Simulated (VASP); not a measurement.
Crystal: Pb.

```
Pb
1.0
    -1.97966    1.97966    1.97966
     1.97966   -1.97966    1.97966
     1.97966    1.97966   -1.97966
Pb
1
Direct
  0.00000 0.00000 0.00000
```

This isn't the form of Pb at room conditions, which is fcc.

| Item | Value |
| --- | --- |
| Program | VASP 6.6.1 |
| Task | relaxation of cell and atoms |
| Functional | PBEsol |
| Dispersion | D3(BJ) |
| Potentials or basis | VASP PAW PBE potentials, release 64 (Pb_d) |
| Cutoff | 600 eV |
| k mesh | 9 × 9 × 9 |
| Occupations | fermi-dirac, width 0.05 eV |
| Spin | no spin polarisation |

At the start: pressure -4.2 GPa; volume 31.03 Å³/atom.

Task: How do energy, volume and symmetry change on relaxing?

Result: Over 3 steps the energy falls by 42.4 meV/atom and the volume is 28.13 Å³/atom (-9.3 %); space group Im-3m (No. 229, to 0.1 Å) before and after.

Step by step:
| step | energy change (eV) | largest force (eV/Å) | pressure (GPa) | volume (Å³) |
| --- | --- | --- | --- | --- |
| 1 | 0.0000 | 0.0000 | -4.23 | 31.03 |
| 2 | -0.0397 | 0.0000 | 1.36 | 27.50 |
| 3 | -0.0424 | 0.0000 | 0.00 | 28.13 |

Final structure:
```
CELL_PARAMETERS angstrom
-1.91596 1.91596 1.91596
1.91596 -1.91596 1.91596
1.91596 1.91596 -1.91596
ATOMIC_POSITIONS crystal
Pb 0.00000 0.00000 0.00000
```

Caveat: the PAW data sets were made with another functional, which shifts forces and pressure a little.
